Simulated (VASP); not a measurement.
Here is a VASP 6.6.1 calculation.

The input INCAR:

```
SYSTEM = InP
PREC = Accurate
ENCUT = 500
EDIFF = 1E-6
ISMEAR = 0
SIGMA = 0.1
LREAL = .FALSE.
LASPH = .TRUE.
NELM = 120
ALGO = Normal
ISIF = 2
LWAVE = .FALSE.
LCHARG = .TRUE.
GGA = CA
LELF = .TRUE.
LVHAR = .TRUE.
NBANDS = 16
GGA_COMPAT = .FALSE.
```

File KPOINTS:

```
Automatic mesh
0
G
  6 6 6
  0 0 0
```

The input POSCAR:

```
InP
1.0
    0.0000000000      2.9450000000      2.9450000000
    2.9450000000      0.0000000000      2.9450000000
    2.9450000000      2.9450000000      0.0000000000
In P
1 1
Direct
    0.0000000000      0.0000000000      0.0000000000
    0.2500000000      0.2500000000      0.2500000000
```

Potentials or basis: VASP PAW LDA potentials, release 64 (In_d, P).

Launch:

```bash
$ cat potpaw_LDA.64/In_d/POTCAR potpaw_LDA.64/P/POTCAR > POTCAR
$ mpirun -np 1 vasp_std > vasp.out
```

Estimate the band gap on the k mesh.

0.43 eV.

Estimate the pressure.

-2.1 GPa.

Caveat: spin-orbit coupling is left out, which moves the levels of the heavy elements.
